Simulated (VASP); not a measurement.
# Hf4C in VASP: notebook, part 2 of 2

VASP 6.6.1.

## 3. Single point, PBE

Contents of INCAR:

```
ALGO = Normal
EDIFF = 1E-6
ENCUT = 520
GGA = PE
ISIF = 2
ISMEAR = 0
LASPH = T
LCHARG = F
LREAL = F
LWAVE = F
NBANDS = 30
NELM = 80
PREC = Accurate
SIGMA = 0.2
```

Contents of KPOINTS:

```
k-points
0
Gamma
  2 5 5
```

Contents of POSCAR:

```
Hf4C
1.0
    8.7180360561      0.0000000000      0.0000000000
    0.0000000000      2.3234885717      2.3220375786
    0.0000000000     -2.3234885717      2.3220375786
Hf C
4 1
Direct
    0.5000000000      0.6983389596      0.6983389596
    0.0000000000      0.6983368131      0.6983368131
    0.7403503017      0.1983440229      0.1983440229
    0.2596496983      0.1983440229      0.1983440229
    0.0000000000      0.1983476514      0.1983476514
```

Potentials or basis: VASP PAW PBE potentials, release 64 (Hf_pv, C).

On the command line:

```bash
$ cat potpaw_PBE.64/Hf_pv/POTCAR potpaw_PBE.64/C/POTCAR > POTCAR
$ mpirun -np 1 vasp_std > vasp.out
```

OUTCAR:

```text
EDIFF = 1E-6
   ENCUT = 520
   GGA = PE
   ISIF = 2
   ISMEAR = 0
   LASPH = T
   LREAL = F
   NELM = 80
   PREC = Accurate

 ion  position               nearest neighbor table
   1  0.500  0.698  0.698-   3 3.13   4 3.13   3 3.13   4 3.13   3 3.13   4 3.13   3 3.13   4 3.13

   2  0.000  0.698  0.698-   5 2.32   5 2.32   5 2.32   5 2.32   4 3.24   3 3.24   3 3.24   4 3.24
                             4 3.24   3 3.24   3 3.24   4 3.24
   3  0.740  0.198  0.198-   5 2.26   1 3.13   1 3.13   1 3.13   1 3.13   2 3.24   2 3.24   2 3.24
                             2 3.24
   4  0.260  0.198  0.198-   5 2.26   1 3.13   1 3.13   1 3.13   1 3.13   2 3.24   2 3.24   2 3.24
                             2 3.24
   5  0.000  0.198  0.198-   3 2.26   4 2.26   2 2.32   2 2.32   2 2.32   2 2.32

  LATTYP: Found a base centered orthorhombic cell.
 ALAT       =     4.6440751572
 B/A-ratio  =     1.0006248792
 C/A-ratio  =     1.8772383652

  Lattice vectors:

 A1 = (   0.0000000000,   2.3234885717,   2.3220375786)
 A2 = (   0.0000000000,  -2.3234885717,   2.3220375786)
 A3 = (   8.7180360561,   0.0000000000,   0.0000000000)

Analysis of symmetry for initial positions (statically):
=====================================================================
 Subroutine PRICEL returns:
 Original cell was already a primitive cell.

 Routine SETGRP: Setting up the symmetry group for a
 base centered orthorhombic supercell.

 Subroutine GETGRP returns: Found  4 space group operations
 (whereof  4 operations were pure point group operations)
 out of a pool of  8 trial point group operations.

The static configuration has the point symmetry C_2v.

Analysis of symmetry for dynamics (positions and initial velocities):
=====================================================================
 Subroutine PRICEL returns:
 Original cell was already a primitive cell.

 Routine SETGRP: Setting up the symmetry group for a
[... 124 lines left out ...]
     AMIX     =   0.40;   BMIX     =  1.00
     AMIX_MAG =   1.60;   BMIX_MAG =  1.00
  volume/ion in A,a.u.               =      18.81       126.97
  Fermi-wavevector in a.u.,A,eV,Ry     =   1.270787  2.401440 21.972058  1.614901
  Thomas-Fermi vector in A             =   2.403756
   LORBIT       =      0    0 simple, 1 ext, 2 COOP (PROOUT), +10 PAW based schemes
   GGA     = PE    functional components
   LHFCALC =     F    Hartree Fock is set to
   AEXX    =    0.0000 exact exchange contribution
   IVDW    =     0    specifies the selected vdW correction
   LEPSILON=     F    determine dielectric tensor
   LRPA    =     F    only Hartree local field effects (RPA)
 non-spin polarized calculation
 Gauss-broadening in eV      SIGMA  =   0.20
  energy-cutoff  :      520.00
  volume of cell :       94.07
 maximum number of plane-waves:      2552
 NGX is ok and might be reduce to    70
   NGX = 33   NGY = 13   NGZ = 13

 number of electron      43.9999993 magnetization

 Free energy of the ion-electron system (eV)
  ---------------------------------------------------
  ext. energy  EPLUGINS =         0.00000000
  ---------------------------------------------------
  free energy    TOTEN  =       -50.51166274 eV

  energy without entropy =      -50.42616524  energy(sigma->0) =      -50.46891399

 E-fermi :   4.9368     XC(G=0): -11.4564

 val. band max:        4.9116538348   @ k =   0.5000   0.4000   0.0000
 cond. band min:       5.0337663816   @ k =   0.0000  -0.4000   0.4000
 fundamental gap:      0.1221125468
 Fermi energy:         4.9368220950

 k-point     1 :       0.0000    0.0000    0.0000
  band No.  band energies     occupation
      1     -25.7215      2.00000
      2     -25.4051      2.00000
      3     -25.4051      2.00000
      4     -25.3759      2.00000
      5     -25.3747      2.00000
      6     -25.1952      2.00000
[... 583 lines left out ...]
     29       9.3777      0.00000
     30      10.1137      0.00000

------------------------ aborting loop because EDIFF is reached ----------------------------------------

  FORCE on cell =-STRESS in cart. coord.  units (eV):
  Direction    XX          YY          ZZ          XY          YZ          ZX
  --------------------------------------------------------------------------------------
  -------------------------------------------------------------------------------------
  Total       -0.2720942     -0.2869066     -0.2300490      0.0000000      0.0000000      0.0000000
  in kB       -4.6341638     -4.8864415     -3.9180719      0.0000000      0.0000000      0.0000000
  external PRESSURE =      -4.4795591 kB  Pullay stress =       0.0000000 kB

 VOLUME and BASIS-vectors are now :
 -----------------------------------------------------------------------------
  energy-cutoff  :      520.00
  volume of cell :       94.07
      direct lattice vectors                 reciprocal lattice vectors
     8.718036056  0.000000000  0.000000000     0.114704733  0.000000000  0.000000000
     0.000000000  2.323488572  2.322037579     0.000000000  0.215193656  0.215328126
     0.000000000 -2.323488572  2.322037579     0.000000000 -0.215193656  0.215328126

 POSITION                                       TOTAL-FORCE (eV/Angst)
 -----------------------------------------------------------------------------------
      4.35902      0.00000      3.24314         0.000000      0.000000      0.000106
      0.00000      0.00000      3.24313         0.000000      0.000000      0.000424
      6.45440      0.00000      0.92112         0.024401      0.000000     -0.000071
      2.26364      0.00000      0.92112        -0.024401      0.000000     -0.000071
      0.00000      0.00000      0.92114         0.000000      0.000000     -0.000388
 -----------------------------------------------------------------------------------
    total drift:                                0.000000      0.000000      0.000021

  FREE ENERGIE OF THE ION-ELECTRON SYSTEM (eV)
  ---------------------------------------------------
  free  energy   TOTEN  =       -50.5116627367 eV

  energy  without entropy=      -50.4261652392  energy(sigma->0) =      -50.46891399
```

It took 48 s on 1 thread of Intel Xeon Platinum 8488C (Sapphire Rapids), shared host; peak memory 0.2 GiB.

Results:

- Free energy: -50.5117 eV
- Pressure: -0.4 GPa
- Largest force: 0.024 eV/Å
- Band gap on the k mesh: zero (band 22 reaches 5.66 eV, above the bottom of band 23 at 4.41 eV)

Forces in eV/Å, atoms in the order of the input:
```
Hf   0.000  0.000  0.000
Hf   0.000  0.000  0.000
Hf   0.024  0.000  0.000
Hf  -0.024  0.000  0.000
C    0.000  0.000  0.000
```

Stress tensor (GPa, compression positive):
```
-0.46  0.00  0.00
 0.00 -0.49  0.00
 0.00  0.00 -0.39
```

Caveat: the k points lie up to 0.38 Å⁻¹ apart; spin-orbit coupling is left out, which moves the levels of the heavy elements.

## 4. Single point, PBE

This run uses another cell than the first one, of 19.55 Å³/atom, 1.040 times its volume.

Contents of INCAR:

```
SYSTEM = Hf4C
PREC = Accurate ; ENCUT = 520
EDIFF = 1E-7 ; ISMEAR = 0
SIGMA = 0.2 ; LREAL = .FALSE.
LASPH = .TRUE. ; NELM = 60
ALGO = Normal ; ISIF = 2
LWAVE = .FALSE. ; LCHARG = .FALSE.
GGA = PE ; NBANDS = 30
```

Contents of KPOINTS:

```
Automatic mesh
0
G
  4 4 4
  0 0 0
```

Contents of POSCAR:

```
Hf4C
1.0
    5.7056298661      0.0000000000      0.0000000000
    0.0000000000      5.7056298661      0.0000000000
    0.0000000000      0.0000000000      3.0019263091
Hf C
4 1
Direct
    0.7579297669      0.7579297669      0.5000000000
    0.2420702331      0.2420702331      0.5000000000
    0.2420702331      0.7579297669      0.5000000000
    0.7579297669      0.2420702331      0.5000000000
    0.0000000000      0.0000000000      0.0000000000
```

On the command line:

```bash
$ cat potpaw_PBE.64/Hf_pv/POTCAR potpaw_PBE.64/C/POTCAR > POTCAR
$ mpirun -np 1 vasp_std > vasp.out
```

Wall time 55 s (1 thread of Intel Xeon Platinum 8488C (Sapphire Rapids), shared host); peak memory 0.21 GiB.

Results (log left out):

- Free energy: -46.5119 eV
- Pressure: -0.6 GPa
- Largest force: 0.075 eV/Å
- Band gap on the k mesh: zero (band 22 reaches 5.48 eV, above the bottom of band 23 at 4.11 eV)

Forces in eV/Å, atoms in the order of the input:
```
Hf   0.053  0.053  0.000
Hf  -0.053 -0.053  0.000
Hf  -0.053  0.053  0.000
Hf   0.053 -0.053  0.000
C    0.000  0.000  0.000
```

Stress tensor (GPa, compression positive):
```
-0.76  0.00  0.00
 0.00 -0.76  0.00
 0.00  0.00 -0.34
```

Levels at points of the mesh, in eV from the Fermi level:
```tsv
k point	band 20	band 21	band 22	band 23	band 24	band 25
(0.00, 0.00, 0.00)	-1.55	-0.67	-0.67	-0.65	-0.07	0.81
(0.50, 0.00, 0.00)	-1.42	-1.41	-1.03	-0.44	0.56	1.11
(0.50, 0.50, 0.00)	-1.32	-0.45	0.04	0.04	0.62	1.18
(0.00, 0.00, 0.50)	-1.01	-1.01	-0.91	1.27	1.27	1.27
(0.50, 0.00, 0.50)	-1.36	0.02	0.40	0.57	0.73	1.05
(0.50, 0.50, 0.50)	-0.16	-0.16	-0.13	-0.09	0.88	1.81
```

Caveat: the k points lie up to 0.52 Å⁻¹ apart; spin-orbit coupling is left out, which moves the levels of the heavy elements.

## 5. Overview

```csv
cell,k mesh,smearing,gap on the mesh (eV),pressure (GPa),largest force (eV/Å)
"a = 3.281, b = 3.281, c = 8.731 Å, 5 atoms",10 × 10 × 4,gaussian 0.1 eV,none,-0.5,0.02
"a = 8.718, b = 3.285, c = 3.285 Å, 5 atoms",2 × 5 × 5,gaussian 0.2 eV,none,-0.4,0.02
"a = 5.706, b = 5.706, c = 3.002 Å, 5 atoms",4 × 4 × 4,gaussian 0.2 eV,none,-0.6,0.08
```

Alike in all rows: task single point; level PBE; potentials or basis VASP PAW PBE potentials, release 64 (Hf_pv, C); no spin polarisation; cutoff (eV) 520.

Caveats: some runs use coarse meshes; spin-orbit coupling is left out, which moves the levels of the heavy elements.

Absolute energies hang on the potentials; compare differences alone.
